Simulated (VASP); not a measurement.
Runs of VASP 6.6.1 on BaTe. The structure is cubic, space group Pm-3m (No. 221). Conventional cell: a = 4.245 Å, b = 4.245 Å, c = 4.245 Å, α = 90.00°, β = 90.00°, γ = 90.00°. Ba (site symmetry m-3m) has 8 Te at 3.68 Å and 6 Ba at 4.24 Å within 4.8 Å. Te (site symmetry m-3m) has 8 Ba at 3.68 Å and 6 Te at 4.24 Å within 4.8 Å. 

```csv
level,grid for exact exchange (PRECFOCK),share of exact exchange,screening parameter,gap on the mesh (eV),pressure (GPa)
PBE-based screened hybrid with 50 % exact exchange,Normal,0.5,0.3 1/Å,(b),(c)
HSE06,Normal,0.25,0.2079 1/Å,1.44,0.0
r2SCAN,-,-,-,1.09,(a)
PBE-based screened hybrid with 10 % exact exchange,Normal,0.1,0.3 1/Å,0.94,0.4
```

Alike in all rows: task single point; potentials or basis VASP PAW PBE potentials, release 64 (Ba_sv, Te); no spin polarisation; cell as given; k mesh 4 × 4 × 4; cutoff (eV) 520; smearing gaussian 0.01 eV.

Question: Estimate the missing entries.

Answer: (a) 0.6; (b) 1.84; (c) -0.5.

Caveats: the PAW data sets were made with another functional, which shifts forces and pressure a little; spin-orbit coupling is left out, which moves the levels of the heavy elements.

A k mesh can miss the band edges, and the runs leave out spin-orbit coupling on Ba, Te.
